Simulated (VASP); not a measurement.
Input of a VASP 6.6.1 run:

Contents of INCAR:

```
PREC = Accurate ; ENCUT = 520
EDIFF = 1E-8 ; ISMEAR = -1
SIGMA = 0.05 ; LREAL = False
LASPH = True ; NELM = 100
ALGO = Normal ; ISIF = 2
LWAVE = False ; LCHARG = False
GGA = PS ; LEFG = True
NBANDS = 12
```

The input KPOINTS:

```
regular mesh
0
Gamma
  12 12 7
```

Contents of POSCAR:

```
Sb
1.0
    3.3690001795      0.0000000000      0.0000000000
   -1.6845000898      2.9176397408      0.0000000000
    0.0000000000      0.0000000000      5.3300000000
Sb
2
Direct
    0.3333333333      0.6666666667      0.2500000000
    0.6666666667      0.3333333333      0.7500000000
```

Potentials or basis: VASP PAW PBE potentials, release 64 (Sb).

The run is started by

```bash
$ cat potpaw_PBE.64/Sb/POTCAR > POTCAR
$ mpirun -np 1 vasp_std > vasp.out
```

Q: Estimate the band gap on the k mesh.

A: Zero (band 5 reaches 12.77 eV, above the bottom of band 6 at 5.79 eV).

Q: What does it give for the pressure?

A: -0.2 GPa.

Electric field gradients, principal values (V/Å²):
```csv
atom,least,middle,greatest (by size)
1 Sb,-10.397,-10.397,20.795
2 Sb,-10.397,-10.397,20.795
```

Caveat: without QUAD_EFG the Cq values of the log hold for a quadrupole moment of 1 mb, not for the nuclei; the PAW data sets were made with another functional, which shifts forces and pressure a little; spin-orbit coupling is left out, which moves the levels of the heavy elements.
